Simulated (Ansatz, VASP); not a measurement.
**Two plane-wave programs on MnNi3**

```xyz
4
Lattice="3.4331 0.0000 0.0000 0.0000 3.4331 0.0000 0.0000 0.0000 3.4331" Properties=species:S:1:pos:R:3 pbc="T T T"
Mn    0.0000    0.0000    0.0000
Ni    0.0000    1.7166    1.7166
Ni    1.7166    0.0000    1.7166
Ni    1.7166    1.7166    0.0000
```

Alike in both runs: task single point; functional LDA; k mesh 12 × 12 × 12; occupations gaussian, width 0.05 eV; collinear spin.

```csv
,VASP,Ansatz
version,VASP 6.6.1,Ansatz 0.2.0
potentials or method,"VASP PAW LDA potentials, release 64 (Mn_pv, Ni), cutoff 520 eV","scalar-relativistic, plane waves, PAW"
valence electrons in the cell,43,69
```

VASP gave:

| Property | Result |
| --- | --- |
| gap on the k mesh at the Fermi level (eV) | none |
| pressure (GPa) | 4.3 |
| net moment per atom (μB) | 0.95 |
| size of the moment on the site where the two differ most (μB) | 0.36 |

Estimate Ansatz's values.

gap on the k mesh at the Fermi level (eV): none; pressure (GPa): 5.1; net moment per atom (μB): 1.00; size of the moment on the site where the two differ most (μB): 0.44.

LDA's correlation is that of Perdew and Zunger in VASP and of Perdew and Wang (1992) in Ansatz. Site moments also hang on the region over which each program counts them. A gap of «none» marks a metal or a gap that the smearing closes. VASP's potentials hold 43 valence electrons a cell and Ansatz's 69, so a difference there can come from the potentials and not from the codes.
